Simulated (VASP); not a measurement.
# ZrC (Fm-3m) in VASP: further runs

Runs on ZrC. Level: PBE. Tasks: single point.

Everything below comes from runs of VASP 6.6.1. Logs are shortened: lines on timing, memory, paths and dates and some standing lists are left out, and cuts for length are marked.

## 1. The cell of the first run

Symmetry: Fm-3m, No. 225, cubic system. Conventional cell: a = 4.730 Å, b = 4.730 Å, c = 4.730 Å, α = 90.00°, β = 90.00°, γ = 90.00°. Within 3.1 Å of Zr (site symmetry m-3m) lie 6 C at 2.37 Å. Within 3.1 Å of C (site symmetry m-3m) lie 6 Zr at 2.37 Å.

## 2. Single point, PBE

Input file INCAR:

```
SYSTEM = ZrC
ALGO = Normal
EDIFF = 1E-6
ENCUT = 520
GGA = PE
ISIF = 2
ISMEAR = 1
LASPH = .True.
LCHARG = .False.
LREAL = .False.
LWAVE = .False.
NBANDS = 15
NELM = 100
PREC = Accurate
SIGMA = 0.1
```

Input file KPOINTS:

```
k-points
0
Gamma
  3 3 3
  0 0 0
```

Input file POSCAR:

```
ZrC
1.0
    0.0000000000      2.3650000000      2.3650000000
    2.3650000000      0.0000000000      2.3650000000
    2.3650000000      2.3650000000      0.0000000000
Zr C
1 1
Direct
    0.5000000000      0.5000000000      0.5000000000
    0.0000000000      0.0000000000      0.0000000000
```

Potentials or basis: VASP PAW PBE potentials, release 64 (Zr_sv, C).

The run is started by

```
> cat potpaw_PBE.64/Zr_sv/POTCAR potpaw_PBE.64/C/POTCAR > POTCAR
> mpirun -np 1 vasp_std > vasp.out
```

OUTCAR:

```text
SYSTEM = ZrC
   EDIFF = 1E-6
   ENCUT = 520
   GGA = PE
   ISIF = 2
   ISMEAR = 1
   LASPH = .True.
   LREAL = .False.
   NELM = 100
   PREC = Accurate

 ion  position               nearest neighbor table
   1  0.500  0.500  0.500-   2 2.37   2 2.37   2 2.37   2 2.37   2 2.37   2 2.37
   2  0.000  0.000  0.000-   1 2.37   1 2.37   1 2.37   1 2.37   1 2.37   1 2.37

  LATTYP: Found a face centered cubic cell.
 ALAT       =     4.7300000000

  Lattice vectors:

 A1 = (   0.0000000000,   2.3650000000,   2.3650000000)
 A2 = (   2.3650000000,   0.0000000000,   2.3650000000)
 A3 = (   2.3650000000,   2.3650000000,   0.0000000000)

Analysis of symmetry for initial positions (statically):
=====================================================================
 Subroutine PRICEL returns:
 Original cell was already a primitive cell.

 Routine SETGRP: Setting up the symmetry group for a
 face centered cubic supercell.

 Subroutine GETGRP returns: Found 48 space group operations
 (whereof 48 operations were pure point group operations)
 out of a pool of 48 trial point group operations.

The static configuration has the point symmetry O_h .

Analysis of symmetry for dynamics (positions and initial velocities):
=====================================================================
 Subroutine PRICEL returns:
 Original cell was already a primitive cell.

 Routine SETGRP: Setting up the symmetry group for a
 face centered cubic supercell.

 Subroutine GETGRP returns: Found 48 space group operations
 (whereof 48 operations were pure point group operations)
 out of a pool of 48 trial point group operations.

The dynamic configuration has the point symmetry O_h .

 Subroutine INISYM returns: Found 48 space group operations
 (whereof 48 operations are pure point group operations),
 and found     1 'primitive' translations

----------------------------------------------------------------------------------------

                                     Primitive cell

  volume of cell :      26.4560

  direct lattice vectors                    reciprocal lattice vectors
     0.000000000  2.365000000  2.365000000    -0.211416490  0.211416490  0.211416490
     2.365000000  0.000000000  2.365000000     0.211416490 -0.211416490  0.211416490
     2.365000000  2.365000000  0.000000000     0.211416490  0.211416490 -0.211416490

  length of vectors
     3.344615075  3.344615075  3.344615075     0.366184103  0.366184103  0.366184103

  position of ions in fractional coordinates (direct lattice)
     0.500000000  0.500000000  0.500000000
     0.000000000  0.000000000  0.000000000

  ion indices of the primitive-cell ions
   primitive index   ion index
                 1           1
                 2           2

----------------------------------------------------------------------------------------

 KPOINTS: k-points

Automatic generation of k-mesh.
 Grid dimensions read from file:
 generate k-points for:    3    3    3

 Generating k-lattice:

  Cartesian coordinates                     Fractional coordinates (reciprocal lattice)
    -0.070472163  0.070472163  0.070472163     0.333333333  0.000000000  0.000000000
     0.070472163 -0.070472163  0.070472163     0.000000000  0.333333333  0.000000000
     0.070472163  0.070472163 -0.070472163     0.000000000  0.000000000  0.333333333

  Length of vectors
     0.122061368  0.122061368  0.122061368

  Shift w.r.t. Gamma in fractional coordinates (k-lattice)
     0.000000000  0.000000000  0.000000000

 Subroutine IBZKPT returns following result:
 ===========================================

 Found      4 irreducible k-points:

 Following reciprocal coordinates:
            Coordinates               Weight
  0.000000  0.000000  0.000000      1.000000
  0.333333  0.000000  0.000000      8.000000
  0.333333  0.333333  0.000000      6.000000
 -0.333333  0.333333  0.000000     12.000000
   k-points           NKPTS =      4   k-points in BZ     NKDIM =      4   number of bands    NBANDS=     15
   number of dos      NEDOS =    301   number of ions     NIONS =      2
   total plane-waves  NPLWV =  21952
   dimension x,y,z NGX =    28 NGY =   28 NGZ =   28
   dimension x,y,z NGXF=    56 NGYF=   56 NGZF=   56
   ions per type =               1   1
   NGX,Y,Z   is equivalent  to a cutoff of  13.92, 13.92, 13.92 a.u.
   NGXF,Y,Z  is equivalent  to a cutoff of  27.84, 27.84, 27.84 a.u.
 SYSTEM =  ZrC
   PREC   = accura    normal or accurate (medium, high low for compatibility)
   ISTART =      0    job   : 0-new  1-cont  2-samecut
   ICHARG =      2    charge: 1-file 2-atom 10-const
   ISPIN  =      1    spin polarized calculation?
   LNONCOLLINEAR =      F non collinear calculations
   LSORBIT =      F    spin-orbit coupling
   LASPH  =      T    aspherical Exc in radial PAW
   ENCUT  =  520.0 eV  38.22 Ry    6.18 a.u.   6.22  6.22  6.22*2*pi/ulx,y,z
   NELM   =    100;   NELMIN=  2; NELMDL= -5     # of ELM steps
   EDIFF  = 0.1E-05   stopping-criterion for ELM
   LREAL  =      F    real-space projection
   EDIFFG = 0.1E-04   stopping-criterion for IOM
   NSW    =      0    number of steps for IOM
   IBRION =     -1    ionic relax: 0-MD 1-quasi-New 2-CG
   NFREE  =      0    steps in history (QN), initial steepest desc. (CG)
   ISIF   =      2    stress and relaxation
   ISYM   =      2    0-nonsym 1-usesym 2-fastsym
   POTIM  = 0.5000    time-step for ionic-motion
   TEBEG  =    0.0;   TEEND  =   0.0 temperature during run
   PSTRESS=    0.0 pullay stress
   NELECT =      16.0000    total number of electrons
   NUPDOWN=      -1.0000    fix difference up-down
   EMIN   =  10.00;   EMAX   =-10.00  energy-range for DOS
   EFERMI =   0.00;   METHOD = LEGACY
   ISMEAR =     1;   SIGMA  =   0.10  broadening in eV -4-tet -1-fermi 0-gaus
   EFERMI_NEDOS =   21; number of points for ismear=-14 and -15
   IALGO  =     38    algorithm
   IMIX   =      4    mixing-type and parameters
     AMIX     =   0.40;   BMIX     =  1.00
     AMIX_MAG =   1.60;   BMIX_MAG =  1.00
  volume/ion in A,a.u.               =      13.23        89.27
  Fermi-wavevector in a.u.,A,eV,Ry     =   1.384439  2.616209 26.077880  1.916670
  Thomas-Fermi vector in A             =   2.508943
   LORBIT       =      0    0 simple, 1 ext, 2 COOP (PROOUT), +10 PAW based schemes
   GGA     = PE    functional components
   LHFCALC =     F    Hartree Fock is set to
   AEXX    =    0.0000 exact exchange contribution
   IVDW    =     0    specifies the selected vdW correction
   LEPSILON=     F    determine dielectric tensor
   LRPA    =     F    only Hartree local field effects (RPA)
 non-spin polarized calculation
 Methfessel and Paxton  Order N= 1 SIGMA  =   0.10
  energy-cutoff  :      520.00
  volume of cell :       26.46
 maximum number of plane-waves:       725
 NGX is ok and might be reduce to    28
   NGX = 13   NGY = 13   NGZ = 13

 number of electron      16.0000000 magnetization

 Free energy of the ion-electron system (eV)
  ---------------------------------------------------
  ext. energy  EPLUGINS =         0.00000000
  ---------------------------------------------------
  free energy    TOTEN  =       -19.25805677 eV

  energy without entropy =      -19.24888756  energy(sigma->0) =      -19.25500037

 E-fermi :   9.1384     XC(G=0): -12.0465

 val. band max:        9.1072610028   @ k =   0.3333   0.3333   0.0000
 cond. band min:      10.2910374933   @ k =   0.0000   0.0000   0.0000
 fundamental gap:      1.1837764905
 Fermi energy:         9.1384151803

 k-point     1 :       0.0000    0.0000    0.0000
  band No.  band energies     occupation
      1     -38.7713      2.00000
      2     -16.4945      2.00000
      3     -16.4945      2.00000
      4     -16.4945      2.00000
      5      -1.8671      2.00000
      6      10.2910     -0.00000
      7      10.2910     -0.00000
      8      10.2910     -0.00000
      9      10.4880     -0.00000
     10      10.4880     -0.00000
     11      10.4880     -0.00000
     12      12.1584      0.00000
     13      12.1584      0.00000
     14      16.4725      0.00000
     15      19.8296      0.00000

 k-point     2 :       0.3333    0.0000    0.0000
  band No.  band energies     occupation
      1     -38.7016      2.00000
      2     -17.1029      2.00000
      3     -16.5506      2.00000
      4     -16.5506      2.00000
      5       0.0943      2.00000
      6       5.4935      2.00000
      7       7.0263      2.00000
      8       7.0263      2.00000
      9      12.7403      0.00000
     10      12.7403      0.00000
     11      12.8201      0.00000
     12      17.5475      0.00000
     13      17.5475      0.00000
     14      17.9918      0.00000
     15      23.0448      0.00000

 k-point     3 :       0.3333    0.3333    0.0000
  band No.  band energies     occupation
      1     -38.6787      2.00000
      2     -17.0283      2.00000
      3     -16.6941      2.00000
      4     -16.6941      2.00000
      5      -0.5048      2.00000
      6       6.1928      2.00000
      7       8.2245      2.00000
      8       9.1073      1.50000
      9       9.1073      1.50000
     10      13.2915      0.00000
     11      14.7202      0.00000
     12      14.7202      0.00000
     13      16.6148      0.00000
     14      20.9842      0.00000
     15      22.8486      0.00000

 k-point     4 :      -0.3333    0.3333    0.0000
  band No.  band energies     occupation
      1     -38.6551      2.00000
      2     -17.0202      2.00000
      3     -16.9827      2.00000
      4     -16.6516      2.00000
      5       0.2096      2.00000
      6       5.7363      2.00000
      7       7.0322      2.00000
      8       7.3039      2.00000
      9      11.9571      0.00000
     10      13.6629      0.00000
     11      14.4028      0.00000
     12      16.2702      0.00000
     13      17.9116      0.00000
     14      21.2622      0.00000
     15      21.7061      0.00000

------------------------ aborting loop because EDIFF is reached ----------------------------------------

  FORCE on cell =-STRESS in cart. coord.  units (eV):
  Direction    XX          YY          ZZ          XY          YZ          ZX
  --------------------------------------------------------------------------------------
  -------------------------------------------------------------------------------------
  Total       -0.3618318     -0.3618318     -0.3618318      0.0000000     -0.0000000      0.0000000
  in kB      -21.9126007    -21.9126007    -21.9126007      0.0000000     -0.0000000      0.0000000
  external PRESSURE =     -21.9126007 kB  Pullay stress =       0.0000000 kB

 VOLUME and BASIS-vectors are now :
 -----------------------------------------------------------------------------
  energy-cutoff  :      520.00
  volume of cell :       26.46
      direct lattice vectors                 reciprocal lattice vectors
     0.000000000  2.365000000  2.365000000    -0.211416490  0.211416490  0.211416490
     2.365000000  0.000000000  2.365000000     0.211416490 -0.211416490  0.211416490
     2.365000000  2.365000000  0.000000000     0.211416490  0.211416490 -0.211416490

 POSITION                                       TOTAL-FORCE (eV/Angst)
 -----------------------------------------------------------------------------------
      2.36500      2.36500      2.36500        -0.000000     -0.000000      0.000000
      0.00000      0.00000      0.00000         0.000000      0.000000     -0.000000
 -----------------------------------------------------------------------------------
    total drift:                                0.000000      0.000000      0.000000

  FREE ENERGIE OF THE ION-ELECTRON SYSTEM (eV)
  ---------------------------------------------------
  free  energy   TOTEN  =       -19.2580567694 eV

  energy  without entropy=      -19.2488875625  energy(sigma->0) =      -19.25500037
```

Run time: 7.2 s. Hardware: 1 thread of Intel Xeon 8259CL, shared host; peak memory 0.15 GiB.

What came out:

- Free energy: -19.2581 eV
- Pressure: -2.2 GPa
- Band gap on the k mesh: zero (band 8 reaches 10.29 eV, above the bottom of band 9 at 9.11 eV)

Caveat: the k points lie up to 0.77 Å⁻¹ apart.

## 3. Single point, PBE

Input file INCAR:

```
SYSTEM = ZrC
ALGO = Normal ; EDIFF = 1E-6
ENCUT = 520 ; GGA = PE
ISIF = 2 ; ISMEAR = 1
LASPH = .True. ; LCHARG = .False.
LREAL = .False. ; LWAVE = .False.
NBANDS = 15 ; NELM = 60
PREC = Accurate ; SIGMA = 0.1
```

Input file KPOINTS:

```
k-points
0
Gamma
  4 4 4
  0 0 0
```

POSCAR is that of step 2.

Potentials or basis: VASP PAW PBE potentials, release 64 (Zr_sv, C).

The run is started by

```
> cat potpaw_PBE.64/Zr_sv/POTCAR potpaw_PBE.64/C/POTCAR > POTCAR
> mpirun -np 1 vasp_std > vasp.out
```

OUTCAR:

```text
SYSTEM = ZrC
   EDIFF = 1E-6
   ENCUT = 520
   GGA = PE
   ISIF = 2
   ISMEAR = 1
   LASPH = .True.
   LREAL = .False.
   NELM = 60
   PREC = Accurate

 ion  position               nearest neighbor table
   1  0.500  0.500  0.500-   2 2.37   2 2.37   2 2.37   2 2.37   2 2.37   2 2.37
   2  0.000  0.000  0.000-   1 2.37   1 2.37   1 2.37   1 2.37   1 2.37   1 2.37

  LATTYP: Found a face centered cubic cell.
 ALAT       =     4.7300000000

  Lattice vectors:

[... 314 lines left out ...]

  FORCE on cell =-STRESS in cart. coord.  units (eV):
  Direction    XX          YY          ZZ          XY          YZ          ZX
  --------------------------------------------------------------------------------------
  -------------------------------------------------------------------------------------
  Total       -0.5861865     -0.5861865     -0.5861865     -0.0000000     -0.0000000      0.0000000
  in kB      -35.4995568    -35.4995568    -35.4995568     -0.0000000     -0.0000000      0.0000000
  external PRESSURE =     -35.4995568 kB  Pullay stress =       0.0000000 kB

 VOLUME and BASIS-vectors are now :
 -----------------------------------------------------------------------------
  energy-cutoff  :      520.00
  volume of cell :       26.46
      direct lattice vectors                 reciprocal lattice vectors
     0.000000000  2.365000000  2.365000000    -0.211416490  0.211416490  0.211416490
     2.365000000  0.000000000  2.365000000     0.211416490 -0.211416490  0.211416490
     2.365000000  2.365000000  0.000000000     0.211416490  0.211416490 -0.211416490

 POSITION                                       TOTAL-FORCE (eV/Angst)
 -----------------------------------------------------------------------------------
      2.36500      2.36500      2.36500        -0.000000     -0.000000     -0.000000
      0.00000      0.00000      0.00000         0.000000      0.000000      0.000000
 -----------------------------------------------------------------------------------
    total drift:                                0.000000      0.000000      0.000000

  FREE ENERGIE OF THE ION-ELECTRON SYSTEM (eV)
  ---------------------------------------------------
  free  energy   TOTEN  =       -19.4125163348 eV

  energy  without entropy=      -19.4136946154  energy(sigma->0) =      -19.41290910
```

stdout:

```text
POSCAR found type information on POSCAR ZrC
 POSCAR found :  2 types and       2 ions
 scaLAPACK will be used
 LDA part: xc-table for (Slater+PW92), standard interpolation
 POSCAR, INCAR and KPOINTS ok, starting setup
 FFT: planning ... GRIDC
 FFT: planning ... GRID_SOFT
 FFT: planning ... GRID
 WAVECAR not read
 entering main loop
```

Wall time 8.2 s (1 thread of Intel Xeon 8259CL, shared host); peak memory 0.15 GiB.

What came out:

| Item | Value |
| --- | --- |
| Free energy | -19.4125 eV |
| Pressure | -3.5 GPa |
| Band gap on the k mesh | zero (band 8 reaches 10.26 eV, above the bottom of band 9 at 8.99 eV) |

Levels at points of the mesh, in eV from the Fermi level:
```tsv
k point	band 6	band 7	band 8	band 9	band 10	band 11
(0.00, 0.00, 0.00)	1.19	1.19	1.19	1.43	1.43	1.43
(0.50, 0.00, 0.00)	-4.92	-2.57	-2.57	4.75	4.75	5.53
(0.50, 0.50, 0.00)	-1.80	-1.36	0.31	0.31	4.70	5.89
```

Caveat: the k points lie up to 0.58 Å⁻¹ apart.

## 4. Single point, PBE

Input file INCAR:

```
SYSTEM = ZrC
  ALGO = Normal
  EDIFF = 1E-6
  ENCUT = 520
  GGA = PE
  ISIF = 2
  ISMEAR = 1
  LASPH = .TRUE.
  LCHARG = .FALSE.
  LREAL = .FALSE.
  LWAVE = .FALSE.
  NBANDS = 15
  NELM = 80
  PREC = Accurate
  SIGMA = 0.1
```

Input file KPOINTS:

```
k-points
0
G
  5 5 5
  0 0 0
```

POSCAR is that of step 3.

The run is started by

```
> cat potpaw_PBE.64/Zr_sv/POTCAR potpaw_PBE.64/C/POTCAR > POTCAR
> mpirun -np 1 vasp_std > vasp.out
```

It took 10 s on 1 thread of Intel Xeon 8259CL, shared host; peak memory 0.15 GiB.

It converged, with:

| Item | Value |
| --- | --- |
| Free energy | -19.4162 eV |
| Pressure | -2.7 GPa |
| Band gap on the k mesh | zero (band 8 reaches 10.32 eV, above the bottom of band 9 at 9.26 eV) |

Levels at points of the mesh, in eV from the Fermi level:
| k point | band 6 | band 7 | band 8 | band 9 | band 10 | band 11 |
| --- | --- | --- | --- | --- | --- | --- |
| (0.00, 0.00, 0.00) | 1.04 | 1.04 | 1.04 | 1.21 | 1.21 | 1.21 |

Caveat: the k points lie up to 0.46 Å⁻¹ apart.

## 5. Single point, PBE

Input file INCAR:

```
SYSTEM = ZrC
PREC = Accurate
ENCUT = 520
EDIFF = 1E-6
ISMEAR = 1
SIGMA = 0.1
LREAL = .False.
LASPH = .True.
NELM = 80
ALGO = Normal
ISIF = 2
LWAVE = .False.
LCHARG = .False.
GGA = PE
NBANDS = 15
```

Input file KPOINTS:

```
Automatic mesh
0
Gamma
  6 6 6
  0 0 0
```

POSCAR is that of step 4.

The run is started by

```
> cat potpaw_PBE.64/Zr_sv/POTCAR potpaw_PBE.64/C/POTCAR > POTCAR
> mpirun -np 1 vasp_std > vasp.out
```

Run time: 14 s. Hardware: 1 thread of Intel Xeon 8259CL, shared host; peak memory 0.15 GiB.

Results (log left out):

```
Free energy            : -19.4495 eV
Pressure               : -2.6 GPa
Band gap on the k mesh : zero (band 8 reaches 10.34 eV, above the bottom of band 9 at 9.14 eV)
```

Levels at points of the mesh, in eV from the Fermi level:
| k point | band 5 | band 6 | band 7 | band 8 | band 9 | band 10 | band 11 | band 12 |
| --- | --- | --- | --- | --- | --- | --- | --- | --- |
| (0.00, 0.00, 0.00) | -11.08 | 1.09 | 1.09 | 1.09 | 1.24 | 1.24 | 1.24 | 2.91 |
| (0.50, 0.00, 0.00) | -8.10 | -5.07 | -2.71 | -2.71 | 4.55 | 4.55 | 5.37 | 6.60 |
| (0.50, 0.50, 0.00) | -9.90 | -1.93 | -1.55 | 0.20 | 0.20 | 4.50 | 5.68 | 5.68 |

Caveat: the k points lie up to 0.38 Å⁻¹ apart.

## 6. Single point, PBE

Input file INCAR:

```
PREC     = Accurate       # precision mode
ENCUT    = 520            # plane-wave cutoff, eV
EDIFF    = 1E-6           # SCF threshold, eV
ISMEAR   = 1              # smearing method
SIGMA    = 0.1            # smearing width, eV
LREAL    = False          # projectors in reciprocal space
LASPH    = True           # aspherical terms in the spheres
NELM     = 100            # most SCF steps
ALGO     = Normal         # electronic algorithm
ISIF     = 2              # what is computed and relaxed
LWAVE    = False          # write WAVECAR
LCHARG   = False          # write CHGCAR
GGA      = PE             # functional
NBANDS   = 15             # bands
```

Input file KPOINTS:

```
Automatic mesh
0
Gamma
  7 7 7
```

POSCAR is that of step 5.

Potentials or basis: VASP PAW PBE potentials, release 64 (Zr_sv, C).

The run is started by

```
> cat potpaw_PBE.64/Zr_sv/POTCAR potpaw_PBE.64/C/POTCAR > POTCAR
> mpirun -np 1 vasp_std > vasp.out
```

It took 16 s on 1 thread of Intel Xeon 8259CL, shared host; peak memory 0.15 GiB.

It converged, with:

* Free energy: -19.4535 eV
* Pressure: -2.8 GPa
* Band gap on the k mesh: zero (band 8 reaches 10.33 eV, above the bottom of band 9 at 9.05 eV)

Levels at points of the mesh, in eV from the Fermi level:
```csv
k point,band 4,band 5,band 6,band 7,band 8,band 9,band 10,band 11,band 12,band 13
"(0.00, 0.00, 0.00)",-25.84,-11.18,0.99,0.99,0.99,1.15,1.15,1.15,2.82,2.82
```

## 7. Overview

```csv
k mesh,gap on the mesh (eV),pressure (GPa)
3 × 3 × 3,none,-2.2
4 × 4 × 4,none,-3.5
5 × 5 × 5,none,-2.7
6 × 6 × 6,none,-2.6
7 × 7 × 7,none,-2.8
```

Alike in all rows: task single point; level PBE; potentials or basis VASP PAW PBE potentials, release 64 (Zr_sv, C); no spin polarisation; cell as given; cutoff (eV) 520; smearing methfessel-paxton 0.1 eV.

Caveats: some runs use coarse meshes.

Total energies depend on the potentials used, so only differences within one code and one set of settings carry meaning.
